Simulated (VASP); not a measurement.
**Na2S: single point with PBE**

The system is Na2S.

```xyz
3
Lattice="0.0000 3.2554 3.2554 3.2554 0.0000 3.2554 3.2554 3.2554 0.0000" Properties=species:S:1:pos:R:3 pbc="T T T"
Na    1.6277    1.6277    1.6277
Na    4.8832    4.8832    4.8832
S     0.0000    0.0000    0.0000
```

```
Program             : VASP 6.6.1
Task                : single point
Functional          : PBE
Potentials or basis : VASP PAW PBE potentials, release 64 (Na_pv, S)
Cutoff              : 500 eV
k mesh              : 6 × 6 × 6
Occupations         : gaussian, width 0.01 eV
Spin                : no spin polarisation
```

```
Pressure               : 0.8 GPa
Band gap on the k mesh : 2.53 eV
```

Levels at points of the mesh, in eV from the valence-band top:
```csv
k point,band 6,band 7,band 8,band 9,band 10,band 11,band 12,band 13,band 14,band 15
"(0.00, 0.00, 0.00)",-22.16,-10.16,0.00,0.00,0.00,2.53,7.79,7.79,7.79,9.39
"(0.50, 0.00, 0.00)",-22.18,-9.91,-1.66,-0.13,-0.13,4.85,6.51,7.18,7.18,11.30
"(0.50, 0.50, 0.00)",-22.14,-9.83,-1.49,-0.46,-0.46,3.85,6.05,8.57,9.86,9.86
```

Run time: 18 s on 1 thread of Intel(R) Xeon(R) Platinum 8259CL CPU @ 2.50GHz (Skylake/Cascade Lake) (shared host), peak memory 0.19 GiB.
